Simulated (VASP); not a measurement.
Wanted: the native input for a VASP 6.6.1 run.

| Quantity | Value |
| --- | --- |
| Task | single point |
| Functional | r2SCAN |
| Potentials or basis | VASP PAW PBE potentials, release 64 (Cd, F) |
| Cutoff | 660 eV |
| k mesh | 4 × 4 × 4 |
| Occupations | gaussian, width 0.01 eV |
| Spin | no spin polarisation |
| Dipole correction | no |
| Further INCAR settings | ALGO = Normal; EDIFF = 1e-06; NBANDS = 20 |

Crystal: CdF2.

```
CELL_PARAMETERS angstrom
0.00000 2.62851 2.62851
2.62851 0.00000 2.62851
2.62851 2.62851 0.00000
ATOMIC_POSITIONS crystal
Cd 0.00000 0.00000 0.00000
F 0.25000 0.25000 0.25000
F 0.75000 0.75000 0.75000
```

These files were run (other wordings do the same):

POSCAR

```
CdF2
1.0
    0.0000000000      2.6285118209      2.6285118209
    2.6285118209      0.0000000000      2.6285118209
    2.6285118209      2.6285118209      0.0000000000
Cd F
1 2
Direct
    0.0000000000      0.0000000000      0.0000000000
    0.2500000000      0.2500000000      0.2500000000
    0.7500000000      0.7500000000      0.7500000000
```

INCAR.step1

```
  ALGO = Normal
  EDIFF = 1E-5
  ENCUT = 660
  GGA = PE
  GGA_COMPAT = F
  ISMEAR = 0
  LASPH = T
  LCHARG = F
  LREAL = F
  LWAVE = T
  NBANDS = 20
  NELM = 120
  PREC = Accurate
  SIGMA = 0.01
```

INCAR.step2

```
  ALGO = Normal
  EDIFF = 1E-6
  ENCUT = 660
  GGA_COMPAT = F
  ISIF = 2
  ISMEAR = 0
  ISTART = 1
  LASPH = T
  LCHARG = T
  LELF = T
  LMIXTAU = T
  LREAL = F
  LVHAR = T
  LWAVE = F
  METAGGA = R2SCAN
  NBANDS = 20
  NELM = 120
  PREC = Accurate
  SIGMA = 0.01
```

KPOINTS

```
k-points
0
Gamma
  4 4 4
```

Potentials or basis: VASP PAW PBE potentials, release 64 (Cd, F).

Launch:

```sh
$ cat potpaw_PBE.64/Cd/POTCAR potpaw_PBE.64/F/POTCAR > POTCAR
$ cp INCAR.step1 INCAR
$ mpirun -np 1 vasp_std > vasp.out
$ cp INCAR.step2 INCAR
$ mpirun -np 1 vasp_std > vasp.out
```

Results of the run:

| Quantity | Value |
| --- | --- |
| Pressure | 11.2 GPa |
| Band gap on the k mesh | 4.02 eV (least direct gap 4.41 eV) |

Caveat: the k points lie up to 0.52 Å⁻¹ apart; the PAW data sets were made with another functional, which shifts forces and pressure a little.

Wall time 30 s on 1 thread of Intel(R) Xeon(R) Platinum 8259CL CPU @ 2.50GHz (Skylake/Cascade Lake) (shared host), peak memory 0.19 GiB.
